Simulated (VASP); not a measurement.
Input of a VASP 6.6.1 run:

INCAR

```
SYSTEM = AlNi
PREC = Accurate
ENCUT = 520
EDIFF = 1E-6
ISMEAR = -1
SIGMA = 0.1
LREAL = .False.
LASPH = .True.
NELM = 80
ALGO = Normal
ISIF = 2
LWAVE = .False.
LCHARG = .False.
LDIPOL = .True.
IDIPOL = 3
DIPOL = 0.5 0.5 0.500
GGA = PE
NBANDS = 21
```

File KPOINTS:

```
regular mesh
0
Gamma
  13 9 1
  0 0 0
```

File POSCAR:

```
AlNi
1.0
    2.8935740572      0.0000000000      0.0000000000
    0.0000000000      4.0921316755      0.0000000000
    0.0000000000      0.0000000000     18.0461000000
Ni Al
2 2
Direct
    0.7500000000      0.0000000000      0.4478895390
    0.7500000000      0.5000000000      0.5521103657
    0.2500000000      0.5000000000      0.4403235566
    0.2500000000      0.0000000000      0.5596765387
```

Potentials or basis: VASP PAW PBE potentials, release 64 (Ni, Al).

The run is started by

```console
$ cat potpaw_PBE.64/Ni/POTCAR potpaw_PBE.64/Al/POTCAR > POTCAR
$ mpirun -np 1 vasp_std > vasp.out
```

(1) What does it give for the band gap on the k mesh?

(2) Predict the largest force.

Results:

(1) zero (band 13 reaches -0.49 eV, above the bottom of band 14 at -2.11 eV).

(2) 0.010 eV/Å.
